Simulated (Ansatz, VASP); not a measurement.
Al: VASP beside Ansatz

```
CELL_PARAMETERS angstrom
4.54281 0.00000 0.00000
-2.27140 3.93419 0.00000
0.00000 0.00000 2.76901
ATOMIC_POSITIONS crystal
Al 0.00000 0.00000 0.00000
Al 0.33333 0.66667 0.50000
Al 0.66667 0.33333 0.50000
```

Alike in both runs: functional r2SCAN; k mesh 6 × 6 × 6; occupations gaussian, width 0.1 eV; no spin polarisation.

Ansatz relaxed the structure, and its values are those at the end. VASP's run is a single point on that final structure, the one shown.

```csv
,VASP,Ansatz
version,VASP 6.6.1,Ansatz 0.2.0
potentials or method,"VASP PAW PBE potentials, release 64 (Al), cutoff 520 eV","scalar-relativistic, plane waves, PAW"
valence electrons in the cell,9,9
```

Ansatz gave:

```
gap on the k mesh at the Fermi level (eV) : none
pressure (GPa)                            : 0.0
```

Task: Estimate VASP's values.

Result: gap on the k mesh at the Fermi level (eV): none; pressure (GPa): -0.3.

VASP's potentials were made for PBE, not for r2SCAN. A gap of «none» marks a metal or a gap that the smearing closes.

The k mesh is coarse, so the values compare programs but aren't converged.
